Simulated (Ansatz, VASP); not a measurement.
Two plane-wave programs on Sn

The input INCAR:

```
SYSTEM = Sn
  PREC = Accurate
  ENCUT = 520
  EDIFF = 1E-7
  ISMEAR = -1
  SIGMA = 0.1
  LREAL = .False.
  LASPH = .True.
  NELM = 60
  ALGO = Normal
  ISIF = 2
  LWAVE = .False.
  LCHARG = .False.
  GGA = RE
  NBANDS = 36
```

The input KPOINTS:

```
Automatic mesh
0
Gamma
  12 12 4
  0 0 0
```

File POSCAR:

```
Sn
1.0
    3.4142877863      0.0000000000      0.0000000000
   -1.7071438931      2.9568599587      0.0000000000
    0.0000000000      0.0000000000     11.2722755029
Sn
4
Direct
    0.0000000000      0.0000000000      0.0000000000
    0.0000000000      0.0000000000      0.5000000000
    0.3333333333      0.6666666667      0.2500000000
    0.6666666667      0.3333333333      0.7500000000
```

Input for Ansatz:

```yaml
crystal:
  lattice:
    - [3.4142877863, 0.0, 0.0]
    - [-1.7071438931, 2.9568599587, 0.0]
    - [0.0, 0.0, 11.2722755029]
  atoms:
    - { symbol: Sn, position: [0.0, 0.0, 0.0] }
    - { symbol: Sn, position: [0.0, 0.0, 0.5] }
    - { symbol: Sn, position: [0.3333333333, 0.6666666667, 0.25] }
    - { symbol: Sn, position: [0.6666666667, 0.3333333333, 0.75] }
hamiltonian:
  xc: revpbe
  pseudopotentials:
    kind: paw
    azcp:
      Sn: "pseudopotentials/Sn.paw.azcp"
basis:
  ecutwfc: 420
  fft_grid_basis: typed
kpoints:
  mp_grid: { grid: [12, 12, 4], shift: [0, 0, 0] }
magnetization:
  spin_polarized: false
scf:
  occupations: { method: fermi_dirac, width: 0.1 }
  lower_state_search: "off"
output:
  stress: true
  write_density: true
  write_potential: true
  elf: true
  volumetric_format: npy
```

Alike in both runs: task single point; functional revPBE; k mesh 12 × 12 × 4; occupations fermi-dirac, width 0.1 eV; no spin polarisation.

|  | VASP | Ansatz |
| --- | --- | --- |
| version | VASP 6.6.1 | Ansatz 0.2.0 |
| potentials or method | VASP PAW PBE potentials, release 64 (Sn_d), cutoff 520 eV | plane waves (420 eV) with PAW, scalar-relativistic |
| valence electrons in the cell | 56 | 56 |

VASP gave:

```
pressure (GPa)                                                : 0.1
traceless stress, the component that is largest in VASP (GPa) : -0.10
```

What did Ansatz give for the same quantities?

Pressure (GPa): 0.2; traceless stress, the component that is largest in VASP (GPa): -0.10.

VASP's potentials were made for PBE, not for revPBE. With one functional, cell and mesh, what is left measures potentials, basis and numerics.
